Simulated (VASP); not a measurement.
# BiRu (rocksalt type): relaxation of cell and atoms with PBE

BiRu (rocksalt type):

```
CELL_PARAMETERS angstrom
0.00000 2.84181 2.84181
2.84181 0.00000 2.84181
2.84181 2.84181 0.00000
ATOMIC_POSITIONS crystal
Ru 0.00000 0.00000 0.00000
Bi 0.50000 0.50000 0.50000
```

```json
{
  "Program": "VASP 6.6.1",
  "Task": "relaxation of cell and atoms",
  "Functional": "PBE",
  "Potentials or basis": "VASP PAW PBE potentials, release 64 (Ru_pv, Bi_d)",
  "Cutoff": "600 eV",
  "k mesh": "10 × 10 × 10",
  "Occupations": "fermi-dirac, width 0.05 eV",
  "Spin": "no spin polarisation",
  "Dipole correction": "no",
  "Further INCAR settings": "ALGO = Normal; EDIFF = 1e-06; IBRION = 2; EDIFFG = -0.005; NSW = 100; ISIF = 3"
}
```

* Relaxed volume: 21.39 Å³/atom
* Relaxed cell: a = 3.926 Å, b = 3.926 Å, c = 3.926 Å, α = 60.00°, β = 60.00°, γ = 60.00°
* Space group after relaxing (to 0.05 Å): Fm-3m (No. 225)
* Energy gained by relaxing: 35.0 meV/atom
* Ionic steps: 5
* Pressure after relaxing: 0.0 GPa

The path:
| step | energy change (eV) | largest force (eV/Å) | pressure (GPa) | volume (Å³) |
| --- | --- | --- | --- | --- |
| 1 | 0.0000 | 0.0000 | -6.70 | 45.90 |
| 2 | 0.0134 | 0.0000 | 9.73 | 39.82 |
| 3 | -0.0700 | 0.0000 | -0.16 | 42.81 |
| 4 | -0.0700 | 0.0000 | 0.04 | 42.75 |
| 5 | -0.0700 | 0.0000 | 0.00 | 42.79 |

Final structure:
```
CELL_PARAMETERS angstrom
0.00000 2.77603 2.77603
2.77603 0.00000 2.77603
2.77603 2.77603 0.00000
ATOMIC_POSITIONS crystal
Ru 0.00000 0.00000 0.00000
Bi 0.50000 0.50000 0.50000
```

Levels at points of the mesh, in eV from the Fermi level:
```tsv
k point	band 12	band 13	band 14	band 15	band 16	band 17
(0.00, 0.00, 0.00)	-1.50	-1.19	-1.19	2.06	2.06	2.06
(0.50, 0.00, 0.00)	-3.33	-0.78	-0.78	-0.15	4.42	5.70
(0.50, 0.50, 0.00)	-0.83	-0.83	-0.81	-0.39	-0.39	0.66
```

Wall time 66 s on 1 thread of Intel(R) Xeon(R) Platinum 8488C (Sapphire Rapids), on a shared host, peak memory 0.22 GiB.

Caveat: spin-orbit coupling is left out, which moves the levels of the heavy elements.
